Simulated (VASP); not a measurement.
# Ag (P6_3/mmc) in VASP: further runs

The runs below take Ag through single point, relaxation of cell and atoms, with BLYP.

Program: VASP 6.6.1. These are calculated values, not measurements. Logs are shortened: lines on timing, memory, paths and dates and some standing lists are left out, and cuts for length are marked.

### 1 The cell of the first run

The structure is hexagonal, space group P6_3/mmc (No. 194). Conventional cell: a = 3.079 Å, b = 3.079 Å, c = 10.159 Å, α = 90.00°, β = 90.00°, γ = 120.00°. Ag (site symmetry -6m2) has 12 Ag at 3.08 to 3.10 Å within 4.1 Å. Ag (site symmetry -3m) has 12 Ag at 3.08 to 3.10 Å within 4.1 Å.

### 2 Single point, BLYP (volume scaled by 1.08)

Input file INCAR:

```
SYSTEM = Ag
AGGAC    = 1.0          
AGGAX    = 1.0          
ALDAC    = 0.0          
ALDAX    = 1.0          
ALGO     = Normal         ! electronic algorithm
EDIFF    = 1E-6           ! SCF threshold, eV
ENCUT    = 520            ! plane-wave cutoff, eV
GGA      = B5             ! functional
ISIF     = 2              ! what is computed and relaxed
ISMEAR   = -1             ! smearing method
LASPH    = .True.         ! aspherical terms in the spheres
LCHARG   = .False.        ! write CHGCAR
LREAL    = .False.        ! projectors in reciprocal space
LWAVE    = .False.        ! write WAVECAR
NBANDS   = 30             ! bands
NELM     = 60             ! most SCF steps
PREC     = Accurate       ! precision mode
SIGMA    = 0.1            ! smearing width, eV
```

Input file KPOINTS:

```
k-points
0
Gamma
  14 14 4
  0 0 0
```

Input file POSCAR:

```
Ag
1.0
    3.0785579007      0.0000000000      0.0000000000
   -1.5392789503      2.6661093490      0.0000000000
    0.0000000000      0.0000000000     10.1590674117
Ag
4
Direct
    0.3333333333      0.6666666667      0.2500000000
    0.6666666667      0.3333333333      0.7500000000
    0.0000000000      1.0000000000      1.0000000000
    0.0000000000      1.0000000000      0.5000000000
```

Potentials or basis: VASP PAW PBE potentials, release 64 (Ag).

Started as:

```
$ cat potpaw_PBE.64/Ag/POTCAR > POTCAR
$ mpirun -np 1 vasp_std > vasp.out
```

OUTCAR:

```text
SYSTEM = Ag
   EDIFF = 1E-6
   ENCUT = 520
   GGA = B5
   ISIF = 2
   ISMEAR = -1
   LASPH = .True.
   LREAL = .False.
   NELM = 60
   PREC = Accurate

 ion  position               nearest neighbor table
   1  0.333  0.667  0.250-   3 3.10   4 3.10   3 3.10   4 3.10   3 3.10   4 3.10
   2  0.667  0.333  0.750-   3 3.10   4 3.10   3 3.10   4 3.10   3 3.10   4 3.10
   3  0.000  0.000  0.000-   1 3.10   2 3.10   1 3.10   2 3.10   2 3.10   1 3.10
   4  0.000  0.000  0.500-   1 3.10   2 3.10   1 3.10   2 3.10   2 3.10   1 3.10

  LATTYP: Found a hexagonal cell.
 ALAT       =     3.0785579007
 C/A-ratio  =     3.2999435903

  Lattice vectors:

 A1 = (   3.0785579007,   0.0000000000,   0.0000000000)
 A2 = (  -1.5392789503,   2.6661093490,   0.0000000000)
 A3 = (   0.0000000000,   0.0000000000,  10.1590674117)

Analysis of symmetry for initial positions (statically):
=====================================================================
 Subroutine PRICEL returns:
 Original cell was already a primitive cell.

 Routine SETGRP: Setting up the symmetry group for a
 hexagonal supercell.

 Subroutine GETGRP returns: Found 24 space group operations
 (whereof 12 operations were pure point group operations)
 out of a pool of 24 trial point group operations.

The static configuration has the point symmetry D_3d.
 The point group associated with its full space group is D_6h.

Analysis of symmetry for dynamics (positions and initial velocities):
=====================================================================
 Subroutine PRICEL returns:
 Original cell was already a primitive cell.

 Routine SETGRP: Setting up the symmetry group for a
 hexagonal supercell.

 Subroutine GETGRP returns: Found 24 space group operations
 (whereof 12 operations were pure point group operations)
 out of a pool of 24 trial point group operations.

The dynamic configuration has the point symmetry D_3d.
 The point group associated with its full space group is D_6h.

 Subroutine INISYM returns: Found 24 space group operations
 (whereof 12 operations are pure point group operations),
 and found     1 'primitive' translations

----------------------------------------------------------------------------------------

                                     Primitive cell

  volume of cell :      83.3833

  direct lattice vectors                    reciprocal lattice vectors
     3.078557901  0.000000000  0.000000000     0.324827413  0.187539195  0.000000000
    -1.539278950  2.666109349  0.000000000     0.000000000  0.375078389  0.000000000
     0.000000000  0.000000000 10.159067412     0.000000000  0.000000000  0.098434232

  length of vectors
     3.078557901  3.078557901 10.159067412     0.375078389  0.375078389  0.098434232

  position of ions in fractional coordinates (direct lattice)
     0.333333333  0.666666667  0.250000000
     0.666666667  0.333333333  0.750000000
     0.000000000  0.000000000  0.000000000
     0.000000000  0.000000000  0.500000000

  ion indices of the primitive-cell ions
   primitive index   ion index
                 1           1
                 2           2
                 3           3
                 4           4

----------------------------------------------------------------------------------------

 KPOINTS: k-points

Automatic generation of k-mesh.
 Grid dimensions read from file:
 generate k-points for:   14   14    4

 Generating k-lattice:

  Cartesian coordinates                     Fractional coordinates (reciprocal lattice)
     0.023201958  0.013395657  0.000000000     0.071428571 -0.000000000  0.000000000
     0.000000000  0.026791314  0.000000000     0.000000000  0.071428571  0.000000000
     0.000000000  0.000000000  0.024608558     0.000000000  0.000000000  0.250000000

  Length of vectors
     0.026791314  0.026791314  0.024608558

  Shift w.r.t. Gamma in fractional coordinates (k-lattice)
     0.000000000  0.000000000  0.000000000

 Subroutine IBZKPT returns following result:
 ===========================================

 Found     72 irreducible k-points:

 Following reciprocal coordinates:
            Coordinates               Weight
  0.000000  0.000000  0.000000      1.000000
  0.071429  0.000000  0.000000      6.000000
  0.142857  0.000000  0.000000      6.000000
  0.214286  0.000000  0.000000      6.000000
  0.285714  0.000000  0.000000      6.000000
  0.357143  0.000000  0.000000      6.000000
[... 16 lines left out ...]
  0.285714  0.285714  0.000000      6.000000
  0.357143  0.285714  0.000000      6.000000
 [... further k-points ...]
   k-points           NKPTS =     72   k-points in BZ     NKDIM =     72   number of bands    NBANDS=     30
   number of dos      NEDOS =    301   number of ions     NIONS =      4
   total plane-waves  NPLWV =  46080
   dimension x,y,z NGX =    24 NGY =   24 NGZ =   80
   dimension x,y,z NGXF=    48 NGYF=   48 NGZF=  160
   ions per type =               4
   NGX,Y,Z   is equivalent  to a cutoff of  12.96, 12.96, 13.09 a.u.
   NGXF,Y,Z  is equivalent  to a cutoff of  25.92, 25.92, 26.18 a.u.
 SYSTEM =  Ag
   PREC   = accura    normal or accurate (medium, high low for compatibility)
   ISTART =      0    job   : 0-new  1-cont  2-samecut
   ICHARG =      2    charge: 1-file 2-atom 10-const
   ISPIN  =      1    spin polarized calculation?
   LNONCOLLINEAR =      F non collinear calculations
   LSORBIT =      F    spin-orbit coupling
   LASPH  =      T    aspherical Exc in radial PAW
   ENCUT  =  520.0 eV  38.22 Ry    6.18 a.u.   5.72  5.72 18.89*2*pi/ulx,y,z
   NELM   =     60;   NELMIN=  2; NELMDL= -5     # of ELM steps
   EDIFF  = 0.1E-05   stopping-criterion for ELM
   LREAL  =      F    real-space projection
   EDIFFG = 0.1E-04   stopping-criterion for IOM
   NSW    =      0    number of steps for IOM
   IBRION =     -1    ionic relax: 0-MD 1-quasi-New 2-CG
   NFREE  =      0    steps in history (QN), initial steepest desc. (CG)
   ISIF   =      2    stress and relaxation
   ISYM   =      2    0-nonsym 1-usesym 2-fastsym
   POTIM  = 0.5000    time-step for ionic-motion
   TEBEG  =    0.0;   TEEND  =   0.0 temperature during run
   PSTRESS=    0.0 pullay stress
   NELECT =      44.0000    total number of electrons
   NUPDOWN=      -1.0000    fix difference up-down
   EMIN   =  10.00;   EMAX   =-10.00  energy-range for DOS
   EFERMI =   0.00;   METHOD = LEGACY
   ISMEAR =    -1;   SIGMA  =   0.10  broadening in eV -4-tet -1-fermi 0-gaus
   EFERMI_NEDOS =   21; number of points for ismear=-14 and -15
   IALGO  =     38    algorithm
   IMIX   =      4    mixing-type and parameters
     AMIX     =   0.40;   BMIX     =  1.00
     AMIX_MAG =   1.60;   BMIX_MAG =  1.00
  volume/ion in A,a.u.               =      20.85       140.67
  Fermi-wavevector in a.u.,A,eV,Ry     =   1.322917  2.499951 23.811693  1.750110
  Thomas-Fermi vector in A             =   2.452563
   LORBIT       =      0    0 simple, 1 ext, 2 COOP (PROOUT), +10 PAW based schemes
   GGA     = B5    functional components
   LHFCALC =     F    Hartree Fock is set to
   AEXX    =    0.0000 exact exchange contribution
   IVDW    =     0    specifies the selected vdW correction
   LEPSILON=     F    determine dielectric tensor
   LRPA    =     F    only Hartree local field effects (RPA)
 non-spin polarized calculation
  energy-cutoff  :      520.00
  volume of cell :       83.38
 maximum number of plane-waves:      2264
 NGX is ok and might be reduce to    24
   NGX = 11   NGY = 11   NGZ = 37

 number of electron      44.0000004 magnetization

 Free energy of the ion-electron system (eV)
  ---------------------------------------------------
  ext. energy  EPLUGINS =         0.00000000
  ---------------------------------------------------
  free energy    TOTEN  =        -8.30855987 eV

  energy without entropy =       -8.27043605  energy(sigma->0) =       -8.28949796

 E-fermi :   6.4561     XC(G=0): -10.5077

 val. band max:        6.4163883331   @ k =   0.0714   0.0714   0.2500
 cond. band min:       6.4868345980   @ k =   0.2143   0.0714   0.5000
 fundamental gap:      0.0704462650
 Fermi energy:         6.4560995785

 k-point     1 :       0.0000    0.0000    0.0000
  band No.  band energies     occupation
      1       0.0481      2.00000
      2       1.0501      2.00000
      3       1.1173      2.00000
      4       1.1181      2.00000
      5       2.1118      2.00000
      6       2.1453      2.00000
[... 22 lines left out ...]
     29      21.9094      0.00000
     30      22.3120      0.00000

 k-point     2 :       0.0714    0.0000    0.0000
  band No.  band energies     occupation
      1       0.1701      2.00000
      2       1.1158      2.00000
      3       1.2155      2.00000
      4       1.2181      2.00000
      5       2.1031      2.00000
      6       2.1138      2.00000
[... 22 lines left out ...]
     29      21.5661      0.00000
     30      21.6014      0.00000

 k-point     3 :       0.1429    0.0000    0.0000
  band No.  band energies     occupation
      1       0.5160      2.00000
      2       1.2782      2.00000
      3       1.4629      2.00000
      4       1.4686      2.00000
      5       1.9454      2.00000
      6       2.0469      2.00000
[... 22 lines left out ...]
     29      19.6999      0.00000
     30      19.7126      0.00000

 k-point     4 :       0.2143    0.0000    0.0000
  band No.  band energies     occupation
      1       0.9854      2.00000
      2       1.3905      2.00000
      3       1.5997      2.00000
      4       1.6689      2.00000
      5       1.7743      2.00000
      6       1.8375      2.00000
[... 616 lines left out ...]
     29      13.5359      0.00000
     30      13.8536      0.00000

 k-point    23 :       0.2857    0.2857    0.0000
  band No.  band energies     occupation
      1       1.4960      2.00000
      2       1.5150      2.00000
      3       1.5595      2.00000
      4       1.7372      2.00000
      5       1.8420      2.00000
      6       1.8601      2.00000
[... 22 lines left out ...]
     29      12.2793      0.00000
     30      13.0310      0.00000

 k-point    24 :       0.3571    0.2857    0.0000
  band No.  band energies     occupation
      1       1.4967      2.00000
      2       1.5762      2.00000
      3       1.6489      2.00000
      4       1.6942      2.00000
      5       1.7628      2.00000
      6       1.8055      2.00000
[... 22 lines left out ...]
     29      12.1095      0.00000
     30      14.3494      0.00000

 [... further k-points ...]

------------------------ aborting loop because EDIFF is reached ----------------------------------------

  FORCE on cell =-STRESS in cart. coord.  units (eV):
  Direction    XX          YY          ZZ          XY          YZ          ZX
  --------------------------------------------------------------------------------------
  -------------------------------------------------------------------------------------
  Total       -2.0579413     -2.0579413     -2.2836997     -0.0000000     -0.0000000      0.0000000
  in kB      -39.5425285    -39.5425285    -43.8803872     -0.0000000     -0.0000000      0.0000000
  external PRESSURE =     -40.9884814 kB  Pullay stress =       0.0000000 kB

 VOLUME and BASIS-vectors are now :
 -----------------------------------------------------------------------------
  energy-cutoff  :      520.00
  volume of cell :       83.38
      direct lattice vectors                 reciprocal lattice vectors
     3.078557901  0.000000000  0.000000000     0.324827413  0.187539195  0.000000000
    -1.539278950  2.666109349  0.000000000     0.000000000  0.375078389  0.000000000
     0.000000000  0.000000000 10.159067412     0.000000000  0.000000000  0.098434232

 POSITION                                       TOTAL-FORCE (eV/Angst)
 -----------------------------------------------------------------------------------
     -0.00000      1.77741      2.53977         0.000000     -0.000000      0.000000
      1.53928      0.88870      7.61930        -0.000000      0.000000     -0.000000
      0.00000      0.00000      0.00000        -0.000000      0.000000     -0.000000
      0.00000      0.00000      5.07953        -0.000000      0.000000     -0.000000
 -----------------------------------------------------------------------------------
    total drift:                               -0.000000      0.000000     -0.000000

  FREE ENERGIE OF THE ION-ELECTRON SYSTEM (eV)
  ---------------------------------------------------
  free  energy   TOTEN  =        -8.3085598727 eV

  energy  without entropy=       -8.2704360511  energy(sigma->0) =       -8.28949796
```

Run time: 82 s. Hardware: 1 thread of Intel Xeon 6975P-C (Granite Rapids), shared host; peak memory 0.28 GiB.

Results:

```yaml
Free_energy: -8.3086 eV
Pressure: -4.1 GPa
Band_gap_on_the_k_mesh: zero (band 22 reaches 8.96 eV, above the bottom of band 23 at 3.36 eV)
```

Stress tensor (GPa, compression positive):
```
-3.95  0.00  0.00
 0.00 -3.95  0.00
 0.00  0.00 -4.39
```

Levels at points of the mesh, in eV from the Fermi level:
```
           k point  band 19  band 20  band 21  band 22  band 23  band 24  band 25  band 26
(0.00, 0.00, 0.00)    -3.48    -3.35    -3.35    -3.07    -3.07     0.16     2.37     9.51
(0.50, 0.00, 0.00)    -2.92    -2.91     0.26     0.83     1.11     1.38     3.24     3.36
(0.00, 0.00, 0.50)    -3.18    -3.18    -3.18    -3.18    -1.97    -1.97     5.24     5.24
(0.50, 0.00, 0.50)    -2.92    -2.92     0.50     0.50     1.23     1.23     3.88     3.88
```

Caveat: the PAW data sets were made with another functional, which shifts forces and pressure a little.

### 3 Single point, BLYP (volume scaled by 1.12)

Input file INCAR:

```
SYSTEM = Ag
PREC = Accurate
ENCUT = 520
EDIFF = 1E-7
ISMEAR = -1
SIGMA = 0.1
LREAL = .FALSE.
LASPH = .TRUE.
NELM = 100
ALGO = Normal
ISIF = 2
LWAVE = .FALSE.
LCHARG = .FALSE.
GGA = B5
ALDAX = 1.0
AGGAX = 1.0
AGGAC = 1.0
ALDAC = 0.0
NBANDS = 30
```

Input file KPOINTS:

```
Automatic mesh
0
G
  14 14 4
  0 0 0
```

Input file POSCAR:

```
Ag
1.0
    3.1161049902      0.0000000000      0.0000000000
   -1.5580524951      2.6986260824      0.0000000000
    0.0000000000      0.0000000000     10.2829706890
Ag
4
Direct
    0.3333333333      0.6666666667      0.2500000000
    0.6666666667      0.3333333333      0.7500000000
    0.0000000000      1.0000000000      1.0000000000
    0.0000000000      1.0000000000      0.5000000000
```

Potentials or basis: VASP PAW PBE potentials, release 64 (Ag).

Started as:

```
$ cat potpaw_PBE.64/Ag/POTCAR > POTCAR
$ mpirun -np 1 vasp_std > vasp.out
```

OUTCAR:

```text
SYSTEM = Ag
   PREC = Accurate
   ENCUT = 520
   EDIFF = 1E-7
   ISMEAR = -1
   LREAL = .FALSE.
   LASPH = .TRUE.
   NELM = 100
   ISIF = 2
   GGA = B5

 ion  position               nearest neighbor table
   1  0.333  0.667  0.250-   3 3.14   4 3.14   3 3.14   4 3.14   3 3.14   4 3.14
   2  0.667  0.333  0.750-   3 3.14   4 3.14   3 3.14   4 3.14   3 3.14   4 3.14
   3  0.000  0.000  0.000-   1 3.14   2 3.14   2 3.14   1 3.14   2 3.14   1 3.14
   4  0.000  0.000  0.500-   1 3.14   2 3.14   2 3.14   1 3.14   2 3.14   1 3.14

  LATTYP: Found a hexagonal cell.
 ALAT       =     3.1161049902
 C/A-ratio  =     3.2999435903
[... 992 lines left out ...]
  --------------------------------------------------------------------------------------
  -------------------------------------------------------------------------------------
  Total       -2.9048390     -2.9048390     -3.0792158      0.0000000     -0.0000000      0.0000000
  in kB      -53.8219284    -53.8219284    -57.0528469      0.0000000     -0.0000000      0.0000000
  external PRESSURE =     -54.8989012 kB  Pullay stress =       0.0000000 kB

 VOLUME and BASIS-vectors are now :
 -----------------------------------------------------------------------------
  energy-cutoff  :      520.00
  volume of cell :       86.47
      direct lattice vectors                 reciprocal lattice vectors
     3.116104990  0.000000000  0.000000000     0.320913449  0.185279466  0.000000000
    -1.558052495  2.698626082  0.000000000     0.000000000  0.370558932  0.000000000
     0.000000000  0.000000000 10.282970689     0.000000000  0.000000000  0.097248162

 POSITION                                       TOTAL-FORCE (eV/Angst)
 -----------------------------------------------------------------------------------
     -0.00000      1.79908      2.57074         0.000000     -0.000000     -0.000000
      1.55805      0.89954      7.71223        -0.000000      0.000000      0.000000
      0.00000      0.00000      0.00000         0.000000      0.000000      0.000000
      0.00000      0.00000      5.14149         0.000000      0.000000      0.000000
 -----------------------------------------------------------------------------------
    total drift:                               -0.000000      0.000000     -0.000000

  FREE ENERGIE OF THE ION-ELECTRON SYSTEM (eV)
  ---------------------------------------------------
  free  energy   TOTEN  =        -8.2171981152 eV

  energy  without entropy=       -8.1787575403  energy(sigma->0) =       -8.19797783
```

OSZICAR:

```text
N       E                     dE             d eps       ncg     rms          rms(c)
DAV:   1     0.281930169406E+03    0.28193E+03   -0.22119E+04  4328   0.140E+03
DAV:   2    -0.287977099501E+01   -0.28481E+03   -0.26892E+03  4470   0.313E+02
DAV:   3    -0.898017623026E+01   -0.61004E+01   -0.60547E+01  4928   0.506E+01
DAV:   4    -0.901226521148E+01   -0.32089E-01   -0.32081E-01  4608   0.361E+00
DAV:   5    -0.901265205597E+01   -0.38684E-03   -0.38684E-03  4974   0.430E-01    0.593E+00
DAV:   6    -0.823576055834E+01    0.77689E+00   -0.28394E+00  4524   0.130E+01    0.366E+00
DAV:   7    -0.822504504751E+01    0.10716E-01   -0.25779E-02  4722   0.995E-01    0.232E+00
DAV:   8    -0.821715554214E+01    0.78895E-02   -0.18612E-03  4752   0.352E-01    0.426E-02
DAV:   9    -0.821717393422E+01   -0.18392E-04   -0.79100E-05  4956   0.585E-02    0.175E-02
DAV:  10    -0.821719762574E+01   -0.23692E-04   -0.20810E-05  4734   0.334E-02    0.400E-03
DAV:  11    -0.821719816937E+01   -0.54363E-06   -0.58877E-07  4876   0.550E-03    0.106E-03
DAV:  12    -0.821719811516E+01    0.54217E-07   -0.39930E-08  2814   0.145E-03
   1 F= -.82171981E+01 E0= -.81979778E+01  d E =-.384406E-01
```

Wall time 84 s (1 thread of Intel Xeon 6975P-C (Granite Rapids), shared host); peak memory 0.27 GiB.

What came out:

- Free energy: -8.2172 eV
- Pressure: -5.5 GPa
- Band gap on the k mesh: zero (band 22 reaches 8.49 eV, above the bottom of band 23 at 3.00 eV)

Caveat: the PAW data sets were made with another functional, which shifts forces and pressure a little.

(Continued in part 2 of 3.)
